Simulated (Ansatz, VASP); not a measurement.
## Two plane-wave programs on Cd

File INCAR:

```
SYSTEM = Cd
  ALGO = Normal
  EDIFF = 1E-6
  ENCUT = 520
  GGA = PE
  ISIF = 2
  ISMEAR = 0
  LASPH = .True.
  LCHARG = .False.
  LREAL = .False.
  LWAVE = .False.
  NBANDS = 12
  NELM = 100
  PREC = Accurate
  SIGMA = 0.05
```

Contents of KPOINTS:

```
k-points
0
Gamma
  8 8 8
  0 0 0
```

POSCAR

```
Cd
1.0
   -1.7669164320      1.7669164320      1.7669164320
    1.7669164320     -1.7669164320      1.7669164320
    1.7669164320      1.7669164320     -1.7669164320
Cd
1
Direct
    0.0000000000      0.0000000000      0.0000000000
```

Input for Ansatz:

```yaml
crystal:
  lattice:
    - [-1.766916432, 1.766916432, 1.766916432]
    - [1.766916432, -1.766916432, 1.766916432]
    - [1.766916432, 1.766916432, -1.766916432]
  atoms:
    - { symbol: Cd, position: [0.0, 0.0, 0.0] }
basis:
  ecutwfc: 420
  ecutrho_ratio: 4
kpoints:
  mp_grid: { grid: [8, 8, 8] }
hamiltonian:
  xc: pbe
scf:
  occupations: { method: gaussian, width: 0.05 }
output:
  forces: true
  stress: true
  eigenvalues: true
```

Alike in both runs: task single point; functional PBE; k mesh 8 × 8 × 8; occupations gaussian, width 0.05 eV; no spin polarisation.

```csv
,VASP,Ansatz
version,VASP 6.6.1,Ansatz 0.2.0
potentials or method,"VASP PAW PBE potentials, release 64 (Cd), cutoff 520 eV","scalar-relativistic, plane waves, PAW"
valence electrons in the cell,12,20
```

|  | VASP | Ansatz | Ansatz less VASP |
| --- | --- | --- | --- |
| pressure (GPa) | 2.2 | 1.9 | -0.28 |

VASP's potentials hold 12 valence electrons a cell and Ansatz's 20, so a difference there can come from the potentials and not from the codes.
